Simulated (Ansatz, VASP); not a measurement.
CoO in VASP and in Ansatz

INCAR

```
PREC     = Accurate       # precision mode
ENCUT    = 520            # plane-wave cutoff, eV
EDIFF    = 1E-6           # SCF threshold, eV
ISMEAR   = 0              # smearing method
SIGMA    = 0.02           # smearing width, eV
LREAL    = False          # projectors in reciprocal space
LASPH    = True           # aspherical terms in the spheres
NELM     = 150            # most SCF steps
ALGO     = Normal         # electronic algorithm
ISIF     = 2              # what is computed and relaxed
LWAVE    = False          # write WAVECAR
LCHARG   = True           # write CHGCAR
ISPIN    = 2              # spin polarisation
MAGMOM   = 3 0            # initial moments
LORBIT   = 11             # projections on sites
LMAXMIX  = 4              # l up to which the mixer works
LDAU     = True           # DFT+U
LDAUTYPE = 2            
LDAUL    = 2 -1           # shell
LDAUU    = 3.32 0         # U, eV
LDAUJ    = 0 0          
LDAUPRINT= 1            
GGA      = PE             # functional
LELF     = True           # ELF
LVHAR    = True         
NBANDS   = 18             # bands
```

Contents of KPOINTS:

```
regular mesh
0
Gamma
  10 10 10
```

The input POSCAR:

```
CoO
1.0
    2.8122022859      0.0000000000      0.0000000000
    0.0000000000      2.8122022859      0.0000000000
    0.0000000000      0.0000000000      2.8122022859
Co O
1 1
Direct
    0.0000000000      0.0000000000      0.0000000000
    0.5000000000      0.5000000000      0.5000000000
```

Input for Ansatz:

```yaml
crystal:
  lattice:
    - [2.8122022859, 0.0, 0.0]
    - [0.0, 2.8122022859, 0.0]
    - [0.0, 0.0, 2.8122022859]
  atoms:
    - { symbol: Co, position: [0.0, 0.0, 0.0], spin: 3.0 }
    - { symbol: O, position: [0.5, 0.5, 0.5] }
basis:
  ecutwfc: 420
kpoints:
  mp_grid: { grid: [10, 10, 10] }
hamiltonian:
  xc: pbe
  hubbard: { sites: [{ species: Co, l: d, u_eff: 3.32 }] }
scf:
  occupations: { method: gaussian, width: 0.02 }
output:
  forces: true
  stress: true
  eigenvalues: true
  populations: true
magnetization:
  spin_polarized: true
```

Alike in both runs: task single point; functional PBE; k mesh 10 × 10 × 10; occupations gaussian, width 0.02 eV; collinear spin; Hubbard terms Co d U = 3.32 eV.

```csv
,VASP,Ansatz
version,VASP 6.6.1,Ansatz 0.2.0
potentials or method,"VASP PAW PBE potentials, release 64 (Co, O), cutoff 520 eV","scalar-relativistic, plane waves, PAW"
valence electrons in the cell,15,23
```

VASP gave:

- gap on the k mesh at the Fermi level (eV): none
- pressure (GPa): -22.3
- net moment per atom (μB): 1.50
- size of the moment on the site where the two differ most (μB): 2.71

Task: Estimate Ansatz's values.

Result: gap on the k mesh at the Fermi level (eV): none; pressure (GPa): -20.4; net moment per atom (μB): 1.50; size of the moment on the site where the two differ most (μB): 2.66.

Site moments also hang on the region over which each program counts them. The programs project onto different local orbitals, so the same U acts differently, and such runs can settle in different states. A gap of «none» marks a metal or a gap that the smearing closes. VASP's potentials hold 15 valence electrons a cell and Ansatz's 23, so a difference there can come from the potentials and not from the codes. Ansatz's warnings: filled band counts differ across k points.
